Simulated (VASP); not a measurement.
# TaN (P6_3/mmc) in VASP: single point with r2SCAN+U

Aim: the single point of TaN with r2SCAN+U.

Program: VASP 6.6.1. These are calculated values, not measurements. Logs are shortened: lines on timing, memory, paths and dates and some standing lists are left out, and cuts for length are marked.

### Step 1. The cell of the first run

Symmetry: P6_3/mmc, No. 194, hexagonal system. Conventional cell: a = 3.048 Å, b = 3.048 Å, c = 4.918 Å, α = 90.00°, β = 90.00°, γ = 120.00°. Within 2.8 Å of Ta (site symmetry -3m) lie 6 N at 2.15 Å and 2 Ta at 2.46 Å. Within 2.8 Å of N (site symmetry -6m2) lie 6 Ta at 2.15 Å.

### Step 2. Single point, r2SCAN+U, collinear spin

Contents of POSCAR:

```
TaN
1.0
    3.0480018400      0.0000000000      0.0000000000
   -1.5240009200      2.6396470300      0.0000000000
    0.0000000000      0.0000000000      4.9179997800
Ta N
2 2
Direct
    0.0000000000      0.0000000000      0.0000000000
    0.0000000000      0.0000000000      0.5000000000
    0.3333333333      0.6666666667      0.2500000000
    0.6666666667      0.3333333333      0.7500000000
```

Contents of INCAR.step1:

```
ALGO = Normal
EDIFF = 1E-5
ENCUT = 770
GGA = PE
GGA_COMPAT = False
ISMEAR = 0
ISPIN = 2
LASPH = True
LCHARG = False
LDAU = True
LDAUJ = 0 0
LDAUL = 2 -1
LDAUTYPE = 2
LDAUU = 4 0
LMAXMIX = 4
LREAL = False
LWAVE = True
MAGMOM = 2 -2 0 0
NBANDS = 30
NELM = 200
PREC = Accurate
SIGMA = 0.05
```

Contents of INCAR.step2:

```
ALGO = Normal
EDIFF = 1E-6
ENCUT = 770
GGA_COMPAT = False
ISIF = 2
ISMEAR = 0
ISPIN = 2
ISTART = 1
LASPH = True
LCHARG = False
LDAU = True
LDAUJ = 0 0
LDAUL = 2 -1
LDAUPRINT = 1
LDAUTYPE = 2
LDAUU = 4 0
LMAXMIX = 4
LMIXTAU = True
LORBIT = 11
LREAL = False
LWAVE = False
MAGMOM = 2 -2 0 0
METAGGA = R2SCAN
NBANDS = 30
NELM = 200
PREC = Accurate
SIGMA = 0.05
```

Contents of KPOINTS:

```
k-points
0
Gamma
  7 7 4
```

Potentials or basis: VASP PAW PBE potentials, release 64 (Ta_sv_GW, N).

Launch:

```
$ cat potpaw_PBE.64/Ta_sv_GW/POTCAR potpaw_PBE.64/N/POTCAR > POTCAR
$ cp INCAR.step1 INCAR
$ mpirun -np 1 vasp_std > vasp.out
$ cp INCAR.step2 INCAR
$ mpirun -np 1 vasp_std > vasp.out
```

OUTCAR:

```text
EDIFF = 1E-6
   ENCUT = 770
   ISIF = 2
   ISMEAR = 0
   ISPIN = 2
   ISTART = 1
   LASPH = True
   LORBIT = 11
   LREAL = False
   METAGGA = R2SCAN
   NELM = 200
   PREC = Accurate

 ion  position               nearest neighbor table
   1  0.000  0.000  0.000-   3 2.15   4 2.15   4 2.15   3 2.15   4 2.15   3 2.15   2 2.46   2 2.46

   2  0.000  0.000  0.500-   3 2.15   4 2.15   4 2.15   3 2.15   4 2.15   3 2.15   1 2.46   1 2.46

   3  0.333  0.667  0.250-   1 2.15   2 2.15   1 2.15   2 2.15   1 2.15   2 2.15
   4  0.667  0.333  0.750-   1 2.15   2 2.15   1 2.15   2 2.15   1 2.15   2 2.15

  LATTYP: Found a hexagonal cell.
 ALAT       =     3.0480018400
 C/A-ratio  =     1.6135160142

  Lattice vectors:

 A1 = (   3.0480018400,   0.0000000000,   0.0000000000)
 A2 = (  -1.5240009200,   2.6396470300,   0.0000000000)
 A3 = (   0.0000000000,   0.0000000000,   4.9179997800)

Analysis of symmetry for initial positions (statically):
=====================================================================
 Subroutine PRICEL returns:
 Original cell was already a primitive cell.

 Routine SETGRP: Setting up the symmetry group for a
 hexagonal supercell.

 Subroutine GETGRP returns: Found 24 space group operations
 (whereof 12 operations were pure point group operations)
 out of a pool of 24 trial point group operations.

The static configuration has the point symmetry D_3d.
 The point group associated with its full space group is D_6h.

Analysis of symmetry for dynamics (positions and initial velocities):
=====================================================================
 Subroutine PRICEL returns:
 Original cell was already a primitive cell.

 Routine SETGRP: Setting up the symmetry group for a
 hexagonal supercell.

 Subroutine GETGRP returns: Found 24 space group operations
 (whereof 12 operations were pure point group operations)
 out of a pool of 24 trial point group operations.

The dynamic configuration has the point symmetry D_3d.
 The point group associated with its full space group is D_6h.

Analysis of structural, dynamic, and magnetic symmetry:
=====================================================================
 Subroutine PRICEL returns:
 Original cell was already a primitive cell.

 Routine SETGRP: Setting up the symmetry group for a
 hexagonal supercell.

 Subroutine GETGRP returns: Found 24 space group operations
 (whereof 12 operations were pure point group operations)
 out of a pool of 24 trial point group operations.

The overall configuration has the point symmetry D_3d.
 The point group associated with its full space group is D_6h.

 Subroutine INISYM returns: Found 24 space group operations
 (whereof 12 operations are pure point group operations),
 and found     1 'primitive' translations

----------------------------------------------------------------------------------------

                                     Primitive cell

  volume of cell :      39.5685

  direct lattice vectors                    reciprocal lattice vectors
     3.048001840  0.000000000  0.000000000     0.328083791  0.189419265  0.000000000
    -1.524000920  2.639647030  0.000000000     0.000000000  0.378838530  0.000000000
     0.000000000  0.000000000  4.917999780     0.000000000  0.000000000  0.203334698

  length of vectors
     3.048001840  3.048001845  4.917999780     0.378838530  0.378838530  0.203334698

  position of ions in fractional coordinates (direct lattice)
     0.000000000  0.000000000  0.000000000
     0.000000000  0.000000000  0.500000000
     0.333333333  0.666666667  0.250000000
     0.666666667  0.333333333  0.750000000

  ion indices of the primitive-cell ions
   primitive index   ion index
                 1           1
                 2           2
                 3           3
                 4           4

----------------------------------------------------------------------------------------

 KPOINTS: k-points

Automatic generation of k-mesh.
 Grid dimensions read from file:
 generate k-points for:    7    7    4

[... 102 lines left out ...]
 NGX is ok and might be reduce to    28
   NGX = 13   NGY = 13   NGZ = 23

 number of electron      35.9999999 magnetization      -0.0000000

atom =   1  type =  1  l = 2

 onsite density matrix

spin component  1

  0.2065  0.0000  0.0000  0.0140  0.0000
  0.0000  0.2409  0.0000 -0.0000  0.0140
  0.0000  0.0000  0.3913 -0.0000  0.0000
  0.0140 -0.0000 -0.0000  0.2409  0.0000
  0.0000  0.0140  0.0000  0.0000  0.2065

spin component  2

  0.2065  0.0000  0.0000  0.0140  0.0000
  0.0000  0.2409  0.0000 -0.0000  0.0140
  0.0000  0.0000  0.3913 -0.0000  0.0000
  0.0140 -0.0000 -0.0000  0.2409  0.0000
  0.0000  0.0140  0.0000  0.0000  0.2065

 occupancies and eigenvectors

  o =  0.2015  v =  0.0000  0.0000  0.0000  0.0000  0.0000 -0.9419  0.0000  0.0000  0.3359 -0.0000      0.0000  0.0000  0.0000  0.0000  0.0000  0.0000  0.0000  0.0000  0.0000  0.0000
  o =  0.2015  v =  0.0000  0.0000  0.0000  0.0000  0.0000 -0.0000 -0.3359 -0.0000  0.0000  0.9419      0.0000  0.0000  0.0000  0.0000  0.0000  0.0000  0.0000  0.0000  0.0000  0.0000
  o =  0.2015  v =  0.9419 -0.0000 -0.0000 -0.3359  0.0000  0.0000  0.0000  0.0000  0.0000  0.0000      0.0000  0.0000  0.0000  0.0000  0.0000  0.0000  0.0000  0.0000  0.0000  0.0000
  o =  0.2015  v =  0.0000  0.3359  0.0000 -0.0000 -0.9419  0.0000  0.0000  0.0000  0.0000  0.0000      0.0000  0.0000  0.0000  0.0000  0.0000  0.0000  0.0000  0.0000  0.0000  0.0000
  o =  0.2459  v =  0.0000  0.0000  0.0000  0.0000  0.0000 -0.3359 -0.0000  0.0000 -0.9419 -0.0000      0.0000  0.0000  0.0000  0.0000  0.0000  0.0000  0.0000  0.0000  0.0000  0.0000
  o =  0.2459  v =  0.0000  0.0000  0.0000  0.0000  0.0000 -0.0000  0.9419 -0.0000 -0.0000  0.3359      0.0000  0.0000  0.0000  0.0000  0.0000  0.0000  0.0000  0.0000  0.0000  0.0000
  o =  0.2459  v = -0.3359 -0.0000  0.0000 -0.9419 -0.0000  0.0000  0.0000  0.0000  0.0000  0.0000      0.0000  0.0000  0.0000  0.0000  0.0000  0.0000  0.0000  0.0000  0.0000  0.0000
  o =  0.2459  v = -0.0000  0.9419 -0.0000 -0.0000  0.3359  0.0000  0.0000  0.0000  0.0000  0.0000      0.0000  0.0000  0.0000  0.0000  0.0000  0.0000  0.0000  0.0000  0.0000  0.0000
  o =  0.3913  v =  0.0000  0.0000  0.0000  0.0000  0.0000  0.0000  0.0000  1.0000  0.0000  0.0000      0.0000  0.0000  0.0000  0.0000  0.0000  0.0000  0.0000  0.0000  0.0000  0.0000
  o =  0.3913  v =  0.0000  0.0000  1.0000  0.0000  0.0000  0.0000  0.0000  0.0000  0.0000  0.0000      0.0000  0.0000  0.0000  0.0000  0.0000  0.0000  0.0000  0.0000  0.0000  0.0000

atom =   2  type =  1  l = 2

 onsite density matrix

spin component  1

  0.2065 -0.0000  0.0000 -0.0140  0.0000
 -0.0000  0.2409 -0.0000 -0.0000 -0.0140
  0.0000 -0.0000  0.3913 -0.0000  0.0000
 -0.0140 -0.0000 -0.0000  0.2409 -0.0000
  0.0000 -0.0140  0.0000 -0.0000  0.2065

spin component  2

  0.2065 -0.0000  0.0000 -0.0140  0.0000
 -0.0000  0.2409 -0.0000 -0.0000 -0.0140
  0.0000 -0.0000  0.3913 -0.0000  0.0000
 -0.0140 -0.0000 -0.0000  0.2409 -0.0000
  0.0000 -0.0140  0.0000 -0.0000  0.2065

 occupancies and eigenvectors

  o =  0.2015  v =  0.9419 -0.0000  0.0000  0.3359 -0.0000  0.0000  0.0000  0.0000  0.0000  0.0000      0.0000  0.0000  0.0000  0.0000  0.0000  0.0000  0.0000  0.0000  0.0000  0.0000
  o =  0.2015  v = -0.0000 -0.3359  0.0000 -0.0000 -0.9419  0.0000  0.0000  0.0000  0.0000  0.0000      0.0000  0.0000  0.0000  0.0000  0.0000  0.0000  0.0000  0.0000  0.0000  0.0000
  o =  0.2015  v =  0.0000  0.0000  0.0000  0.0000  0.0000  0.9419 -0.0000  0.0000  0.3359 -0.0000      0.0000  0.0000  0.0000  0.0000  0.0000  0.0000  0.0000  0.0000  0.0000  0.0000
  o =  0.2015  v =  0.0000  0.0000  0.0000  0.0000  0.0000 -0.0000 -0.3359  0.0000 -0.0000 -0.9419      0.0000  0.0000  0.0000  0.0000  0.0000  0.0000  0.0000  0.0000  0.0000  0.0000
  o =  0.2459  v =  0.3359  0.0000  0.0000 -0.9419 -0.0000  0.0000  0.0000  0.0000  0.0000  0.0000      0.0000  0.0000  0.0000  0.0000  0.0000  0.0000  0.0000  0.0000  0.0000  0.0000
  o =  0.2459  v =  0.0000 -0.9419 -0.0000 -0.0000  0.3359  0.0000  0.0000  0.0000  0.0000  0.0000      0.0000  0.0000  0.0000  0.0000  0.0000  0.0000  0.0000  0.0000  0.0000  0.0000
  o =  0.2459  v =  0.0000  0.0000  0.0000  0.0000  0.0000  0.3359  0.0000  0.0000 -0.9419 -0.0000      0.0000  0.0000  0.0000  0.0000  0.0000  0.0000  0.0000  0.0000  0.0000  0.0000
  o =  0.2459  v =  0.0000  0.0000  0.0000  0.0000  0.0000  0.0000 -0.9419 -0.0000 -0.0000  0.3359      0.0000  0.0000  0.0000  0.0000  0.0000  0.0000  0.0000  0.0000  0.0000  0.0000
  o =  0.3913  v = -0.0000  0.0000 -1.0000 -0.0000 -0.0000  0.0000  0.0000  0.0000  0.0000  0.0000      0.0000  0.0000  0.0000  0.0000  0.0000  0.0000  0.0000  0.0000  0.0000  0.0000
  o =  0.3913  v =  0.0000  0.0000  0.0000  0.0000  0.0000 -0.0000  0.0000 -1.0000 -0.0000 -0.0000      0.0000  0.0000  0.0000  0.0000  0.0000  0.0000  0.0000  0.0000  0.0000  0.0000

 number of electron      35.9999999 magnetization       0.0000000

 Free energy of the ion-electron system (eV)
  ---------------------------------------------------
  ext. energy  EPLUGINS =         0.00000000
  ---------------------------------------------------
  free energy    TOTEN  =      -114.67970704 eV

  energy without entropy =     -114.67801447  energy(sigma->0) =     -114.67886076

 E-fermi :  15.1528     XC(G=0): -15.1018

 val. band max:       15.1454191122   @ k =   0.4286   0.1429   0.2500
 cond. band min:      15.2673267025   @ k =   0.0000   0.0000   0.5000
 fundamental gap:      0.1219075902
 Fermi energy:        15.1528405001

 spin component 1

 k-point     1 :       0.0000    0.0000    0.0000
  band No.  band energies     occupation
      1     -56.7363      1.00000
      2     -56.4165      1.00000
      3     -24.2551      1.00000
      4     -22.3963      1.00000
      5     -22.3963      1.00000
      6     -22.0188      1.00000
[... 781 lines left out ...]
     29      26.2688      0.00000
     30      26.2688      0.00000
 Fermi energy:        15.1528405001

 spin component 2

 k-point     1 :       0.0000    0.0000    0.0000
  band No.  band energies     occupation
      1     -56.7363      1.00000
      2     -56.4165      1.00000
      3     -24.2551      1.00000
      4     -22.3963      1.00000
      5     -22.3963      1.00000
      6     -22.0188      1.00000
[... 781 lines left out ...]
     29      26.2688      0.00000
     30      26.2688      0.00000

------------------------ aborting loop because EDIFF is reached ----------------------------------------

  FORCE on cell =-STRESS in cart. coord.  units (eV):
  Direction    XX          YY          ZZ          XY          YZ          ZX
  --------------------------------------------------------------------------------------
  -------------------------------------------------------------------------------------
  Total       10.1960230     10.1960231     32.0009946     -0.0000000     -0.0000000      0.0000000
  in kB      412.8495373    412.8495391   1295.7597088     -0.0000000     -0.0000000      0.0000000
  external PRESSURE =     707.1529284 kB  Pullay stress =       0.0000000 kB

 VOLUME and BASIS-vectors are now :
 -----------------------------------------------------------------------------
  energy-cutoff  :      770.00
  volume of cell :       39.57
      direct lattice vectors                 reciprocal lattice vectors
     3.048001840  0.000000000  0.000000000     0.328083791  0.189419265  0.000000000
    -1.524000920  2.639647030  0.000000000     0.000000000  0.378838530  0.000000000
     0.000000000  0.000000000  4.917999780     0.000000000  0.000000000  0.203334698

 POSITION                                       TOTAL-FORCE (eV/Angst)
 -----------------------------------------------------------------------------------
      0.00000      0.00000      0.00000         0.000000      0.000000      0.000000
      0.00000      0.00000      2.45900         0.000000      0.000000      0.000000
     -0.00000      1.75976      1.22950         0.000000      0.000000      0.000000
      1.52400      0.87988      3.68850        -0.000000     -0.000000      0.000000
 -----------------------------------------------------------------------------------
    total drift:                                0.000000     -0.000000     -0.000000

  FREE ENERGIE OF THE ION-ELECTRON SYSTEM (eV)
  ---------------------------------------------------
  free  energy   TOTEN  =      -114.6797070399 eV

  energy  without entropy=     -114.6780144725  energy(sigma->0) =     -114.67886076

 total charge

# of ion       s       p       d       f       tot
--------------------------------------------------
    1        2.750   6.074   2.521   0.174  11.519
    2        2.750   6.074   2.521   0.174  11.519
    3        1.248   2.628   0.000   0.000   3.876
    4        1.248   2.628   0.000   0.000   3.876
--------------------------------------------------
tot          7.996  17.404   5.043   0.349  30.791

 magnetization (x)

# of ion       s       p       d       f       tot
--------------------------------------------------
    1        0.000  -0.000   0.000   0.000   0.000
    2       -0.000   0.000  -0.000  -0.000  -0.000
    3        0.000   0.000   0.000   0.000   0.000
    4        0.000   0.000   0.000   0.000   0.000
--------------------------------------------------
tot          0.000   0.000   0.000   0.000   0.000
```

Run time: 4.4 min. Hardware: 1 thread of Intel Xeon Platinum 8375C at 2.90GHz (Ice Lake), shared host; peak memory 0.28 GiB.

Results:

| Item | Value |
| --- | --- |
| Free energy | -114.6797 eV |
| Pressure | 70.7 GPa |
| Band gap on the k mesh | zero (filled and empty bands overlap) |
| Net moment | 0.00 μB per cell |
| Valence electrons inside the program's atomic spheres | Ta 11.52; N 3.88 |

Eigenvalues of the final occupation matrices:
```csv
site,spin,trace,eigenvalues
site 1 d,1,1.29,0.20 0.20 0.25 0.25 0.39
site 1 d,2,1.29,0.20 0.20 0.25 0.25 0.39
site 2 d,1,1.29,0.20 0.20 0.25 0.25 0.39
site 2 d,2,1.29,0.20 0.20 0.25 0.25 0.39
```

Caveat: the stress differs along the axes, from 41 to 130 GPa; the PAW data sets were made with another functional, which shifts forces and pressure a little; spin-orbit coupling is left out, which moves the levels of the heavy elements.

The gap in the log of VASP goes by the Fermi energy; the results here count the filled bands.